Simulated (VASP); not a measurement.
# AlN: single point with LDA

AlN:

```
CELL_PARAMETERS angstrom
3.08874 0.00000 0.00000
-1.54437 2.67493 0.00000
0.00000 0.00000 4.94377
ATOMIC_POSITIONS crystal
Al 0.34062 0.69239 0.00152
Al 0.65938 0.30761 0.50152
N 0.32683 0.64372 0.38348
N 0.67317 0.35628 0.88348
```

This cell differs from its parent crystal: mode 4 frozen in at -0.017 Å and mode 5 at +0.069 Å (largest displacements).

```
Program                : VASP 6.6.1
Task                   : single point
Functional             : LDA
Potentials or basis    : VASP PAW LDA potentials, release 64 (Al, N)
Cutoff                 : 520 eV
k mesh                 : 9 × 9 × 6
Occupations            : gaussian, width 0.05 eV
Spin                   : no spin polarisation
Dipole correction      : no
Further INCAR settings : ALGO = Normal; EDIFF = 1e-06; NBANDS = 16
```

```
Pressure               : 0.4 GPa
Largest force          : 0.424 eV/Å
Band gap on the k mesh : 4.36 eV, direct
```

Forces on the atoms (eV/Å):
```
Al   0.087 -0.413  0.036
Al  -0.087  0.413  0.036
N   -0.050  0.170 -0.036
N    0.050 -0.170 -0.036
```

Stress tensor (GPa, compression positive):
```
 0.82  0.07  0.00
 0.07 -0.06  0.00
 0.00  0.00  0.57
```

Levels at points of the mesh, in eV from the valence-band top:
```tsv
k point	band 6	band 7	band 8	band 9	band 10	band 11
(0.00, 0.00, 0.00)	-0.38	-0.15	0.00	4.36	6.69	10.55
(0.00, 0.00, 0.50)	-0.63	-0.57	-0.57	6.54	6.54	10.26
```

Wall time 100 s on 1 thread of AMD EPYC 7R43 64-Core Processor (Zen 3), on a shared host, peak memory 0.17 GiB.

Caveat: the cell differs from its parent crystal (mode 4 frozen in at -0.017 Å and mode 5 at +0.069 Å (largest displacements)). A k mesh can miss the band edges.
